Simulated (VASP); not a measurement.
# Au (C2/m) in VASP: single point with PBE

Aim: the single point of Au with PBE.

Program: VASP 6.6.1. These are calculated values, not measurements. Logs are shortened: lines on timing, memory, paths and dates and some standing lists are left out, and cuts for length are marked.

## 1. The cell of the first run

It takes space group C2/m (No. 12, monoclinic). Conventional cell: a = 4.949 Å, b = 2.857 Å, c = 2.973 Å, α = 90.00°, β = 122.25°, γ = 90.00°. Within 3.8 Å of Au (site symmetry 2/m) lie 12 Au at 2.86 to 3.03 Å.

## 2. Single point, PBE

INCAR reads:

```
ALGO = Fast
EDIFF = 1E-6
ENCUT = 520
GGA = PE
ISIF = 2
ISMEAR = 0
ISYM = 0
LASPH = T
LCHARG = F
LREAL = F
LWAVE = F
NBANDS = 12
NELM = 60
PREC = Accurate
SIGMA = 0.1
```

KPOINTS reads:

```
k-points
0
Gamma
  12 12 14
```

POSCAR reads:

```
Au
1.0
    2.8569802877     -0.0000987825     -0.0312675075
   -1.4285756920      2.4743656810      0.0000000000
    1.4012706265      0.8090239734      2.4944949446
Au
1
Direct
    0.0000000000      0.0000000000      0.0000000000
```

Potentials or basis: VASP PAW PBE potentials, release 64 (Au).

On the command line:

```console
$ cat potpaw_PBE.64/Au/POTCAR > POTCAR
$ mpirun -np 1 vasp_std > vasp.out
```

OUTCAR:

```text
EDIFF = 1E-6
   ENCUT = 520
   GGA = PE
   ISIF = 2
   ISMEAR = 0
   ISYM = 0
   LASPH = T
   LREAL = F
   NELM = 60
   PREC = Accurate

 ion  position               nearest neighbor table
   1  0.000  0.000  0.000-

IMPORTANT INFORMATION: All symmetrisations will be switched off!
NOSYMM: (Re-)initialisation of all symmetry stuff for point group C_1.

----------------------------------------------------------------------------------------

                                     Primitive cell

  volume of cell :      17.7783

  direct lattice vectors                    reciprocal lattice vectors
     2.856980288 -0.000098782 -0.031267507     0.347180944  0.200445011 -0.260036317
    -1.428575692  2.474365681  0.000000000    -0.001409006  0.403330492 -0.130018159
     1.401270626  0.809023973  2.494494945     0.004351776  0.002512499  0.397623300

  length of vectors
     2.857151384  2.857151384  2.973311989     0.477840660  0.423771392  0.397655051

  position of ions in fractional coordinates (direct lattice)
     0.000000000  0.000000000  0.000000000

  ion indices of the primitive-cell ions
   primitive index   ion index
                 1           1

----------------------------------------------------------------------------------------

 KPOINTS: k-points

Automatic generation of k-mesh.
 Grid dimensions read from file:
 generate k-points for:   12   12   14

 Generating k-lattice:

  Cartesian coordinates                     Fractional coordinates (reciprocal lattice)
     0.028931745  0.016703751 -0.021669693     0.083333333  0.000000000  0.000000000
    -0.000117417  0.033610874 -0.010834847    -0.000000000  0.083333333 -0.000000000
     0.000310841  0.000179464  0.028401664    -0.000000000  0.000000000  0.071428571

  Length of vectors
     0.039820055  0.035314283  0.028403932

  Shift w.r.t. Gamma in fractional coordinates (k-lattice)
     0.000000000  0.000000000  0.000000000

 Subroutine IBZKPT returns following result:
 ===========================================

 Found   1012 irreducible k-points:

 Following reciprocal coordinates:
            Coordinates               Weight
  0.000000  0.000000  0.000000      1.000000
  0.083333  0.000000  0.000000      2.000000
  0.166667 -0.000000  0.000000      2.000000
  0.250000 -0.000000  0.000000      2.000000
  0.333333 -0.000000  0.000000      2.000000
  0.416667 -0.000000  0.000000      2.000000
[... 16 lines left out ...]
 -0.250000  0.166667 -0.000000      2.000000
  0.166667  0.166667  0.000000      2.000000
 [... further k-points ...]
[... 21 lines left out ...]
   NSW    =      0    number of steps for IOM
   IBRION =     -1    ionic relax: 0-MD 1-quasi-New 2-CG
   NFREE  =      0    steps in history (QN), initial steepest desc. (CG)
   ISIF   =      2    stress and relaxation
   ISYM   =      0    0-nonsym 1-usesym 2-fastsym
   POTIM  = 0.5000    time-step for ionic-motion
   TEBEG  =    0.0;   TEEND  =   0.0 temperature during run
   PSTRESS=    0.0 pullay stress
   NELECT =      11.0000    total number of electrons
   NUPDOWN=      -1.0000    fix difference up-down
   EMIN   =  10.00;   EMAX   =-10.00  energy-range for DOS
   EFERMI =   0.00;   METHOD = LEGACY
   ISMEAR =     0;   SIGMA  =   0.10  broadening in eV -4-tet -1-fermi 0-gaus
   EFERMI_NEDOS =   21; number of points for ismear=-14 and -15
   IALGO  =     68    algorithm
   IMIX   =      4    mixing-type and parameters
     AMIX     =   0.40;   BMIX     =  1.00
     AMIX_MAG =   1.60;   BMIX_MAG =  1.00
  volume/ion in A,a.u.               =      17.78       119.97
  Fermi-wavevector in a.u.,A,eV,Ry     =   1.395004  2.636176 26.477437  1.946037
  Thomas-Fermi vector in A             =   2.518498
   LORBIT       =      0    0 simple, 1 ext, 2 COOP (PROOUT), +10 PAW based schemes
   GGA     = PE    functional components
   LHFCALC =     F    Hartree Fock is set to
   AEXX    =    0.0000 exact exchange contribution
   IVDW    =     0    specifies the selected vdW correction
   LEPSILON=     F    determine dielectric tensor
   LRPA    =     F    only Hartree local field effects (RPA)
 non-spin polarized calculation
 RMM-DIIS sequential band-by-band and
 Gauss-broadening in eV      SIGMA  =   0.10
  energy-cutoff  :      520.00
  volume of cell :       17.78
 maximum number of plane-waves:       493
 NGX is ok and might be reduce to    24
   NGX = 11   NGY = 11   NGZ = 11

 number of electron      11.0000000 magnetization

 Free energy of the ion-electron system (eV)
  ---------------------------------------------------
  ext. energy  EPLUGINS =         0.00000000
  ---------------------------------------------------
  free energy    TOTEN  =        -3.20181364 eV

  energy without entropy =       -3.19945955  energy(sigma->0) =       -3.20063659

 E-fermi :   8.8343     XC(G=0): -12.4603

 val. band max:        8.8322973979   @ k =   0.2500   0.2500   0.2143
 cond. band min:       8.8352567744   @ k =   0.5000   0.2500  -0.2857
 fundamental gap:      0.0029593765
 Fermi energy:         8.8343014421

 k-point     1 :       0.0000    0.0000    0.0000
  band No.  band energies     occupation
      1      -0.6425      2.00000
      2       3.8836      2.00000
      3       4.4089      2.00000
      4       4.4515      2.00000
      5       5.7044      2.00000
      6       5.8592      2.00000
      7      23.0417      0.00000
      8      25.7832      0.00000
      9      27.8945      0.00000
     10      28.1095      0.00000
     11      31.6623      0.00000
     12      34.8625      0.00000
[... 331 lines left out ...]
 k-point    24 :       0.1667    0.1667    0.0000
  band No.  band energies     occupation
      1       2.0601      2.00000
      2       3.4979      2.00000
      3       4.3089      2.00000
      4       5.1274      2.00000
      5       6.2691      2.00000
      6       6.4720      2.00000
      7      19.5243      0.00000
      8      23.1166      0.00000
      9      24.2456      0.00000
     10      25.8421      0.00000
     11      30.5146      0.00000
     12      32.7008      0.00000

 [... further k-points ...]
[... 5 lines left out ...]
  --------------------------------------------------------------------------------------
  -------------------------------------------------------------------------------------
  Total        0.3598981      0.3644420     -0.0163394     -0.0039357     -0.0021695     -0.0037574
  in kB       32.4339281     32.8434200     -1.4725010     -0.3546822     -0.1955138     -0.3386123
  external PRESSURE =      21.2682824 kB  Pullay stress =       0.0000000 kB

 VOLUME and BASIS-vectors are now :
 -----------------------------------------------------------------------------
  energy-cutoff  :      520.00
  volume of cell :       17.78
      direct lattice vectors                 reciprocal lattice vectors
     2.856980288 -0.000098782 -0.031267507     0.347180944  0.200445011 -0.260036317
    -1.428575692  2.474365681  0.000000000    -0.001409006  0.403330492 -0.130018159
     1.401270626  0.809023973  2.494494945     0.004351776  0.002512499  0.397623300

 POSITION                                       TOTAL-FORCE (eV/Angst)
 -----------------------------------------------------------------------------------
      0.00000      0.00000      0.00000        -0.000000     -0.000000     -0.000000
 -----------------------------------------------------------------------------------
    total drift:                               -0.000000     -0.000000     -0.000000

  FREE ENERGIE OF THE ION-ELECTRON SYSTEM (eV)
  ---------------------------------------------------
  free  energy   TOTEN  =        -3.2018136385 eV

  energy  without entropy=       -3.1994595464  energy(sigma->0) =       -3.20063659
```

OSZICAR:

```text
N       E                     dE             d eps       ncg     rms          rms(c)
DAV:   1     0.495014859426E+02    0.49501E+02   -0.55566E+03 25216   0.812E+02
DAV:   2    -0.278568905474E+01   -0.52287E+02   -0.49375E+02 28476   0.185E+02
DAV:   3    -0.347099527308E+01   -0.68531E+00   -0.68473E+00 29420   0.206E+01
DAV:   4    -0.347337786287E+01   -0.23826E-02   -0.23825E-02 28968   0.140E+00
DAV:   5    -0.347339618113E+01   -0.18318E-04   -0.18318E-04 29856   0.117E-01    0.829E+00
RMM:   6    -0.321997920964E+01    0.25342E+00   -0.30894E-01 24373   0.462E+00    0.534E+00
RMM:   7    -0.320372803561E+01    0.16251E-01   -0.35647E-02 26141   0.177E+00    0.269E+00
RMM:   8    -0.320186776186E+01    0.18603E-02   -0.32911E-03 27091   0.476E-01    0.350E-01
RMM:   9    -0.320180789621E+01    0.59866E-04   -0.44076E-04 28508   0.179E-01    0.103E-01
RMM:  10    -0.320181250384E+01   -0.46076E-05   -0.62857E-05 28231   0.599E-02    0.548E-02
RMM:  11    -0.320181366804E+01   -0.11642E-05   -0.13192E-05 26630   0.236E-02    0.113E-02
RMM:  12    -0.320181363854E+01    0.29500E-07   -0.12283E-06 22520   0.697E-03
   1 F= -.32018136E+01 E0= -.32006366E+01  d E =-.235409E-02
```

stdout:

```text
POSCAR found type information on POSCAR Au
 POSCAR found :  1 types and       1 ions
 scaLAPACK will be used
 LDA part: xc-table for (Slater+PW92), standard interpolation
 POSCAR, INCAR and KPOINTS ok, starting setup
 FFT: planning ... GRIDC
 FFT: planning ... GRID_SOFT
 FFT: planning ... GRID
 WAVECAR not read
 entering main loop
```

Wall time 2.1 min (1 thread of Intel Xeon Platinum 8259CL at 2.50GHz (Skylake/Cascade Lake), shared host); peak memory 0.32 GiB.

What came out:

- Free energy: -3.2018 eV
- Pressure: 2.1 GPa

Stress tensor (GPa, compression positive):
```
 3.24 -0.04 -0.03
-0.04  3.28 -0.02
-0.03 -0.02 -0.15
```

Levels at points of the mesh, in eV from the Fermi level:
```tsv
k point	band 2	band 3	band 4	band 5	band 6	band 7	band 8	band 9	band 10	band 11
(0.00, 0.00, 0.00)	-4.95	-4.43	-4.38	-3.13	-2.98	14.21	16.95	19.06	19.28	22.83
(0.50, 0.00, 0.00)	-6.44	-2.15	-1.77	-1.62	0.93	5.20	9.43	10.74	16.80	19.53
(0.00, 0.50, 0.00)	-4.93	-4.19	-2.28	-1.76	-0.66	3.10	13.73	16.07	17.08	23.56
(0.50, 0.50, 0.00)	-4.93	-4.19	-2.28	-1.76	-0.66	3.10	13.73	16.07	17.08	23.56
(0.00, 0.00, 0.50)	-4.55	-4.54	-2.17	-2.05	-1.28	1.88	14.53	17.89	18.05	24.98
(0.50, 0.00, 0.50)	-5.01	-4.17	-2.14	-1.78	-0.54	3.30	13.40	15.87	16.94	22.91
(0.00, 0.50, 0.50)	-6.42	-2.15	-1.73	-1.62	1.21	5.57	8.82	10.75	16.38	19.39
(0.50, 0.50, 0.50)	-6.42	-2.15	-1.73	-1.62	1.21	5.57	8.82	10.75	16.38	19.39
```

Caveat: spin-orbit coupling is left out, which moves the levels of the heavy elements.
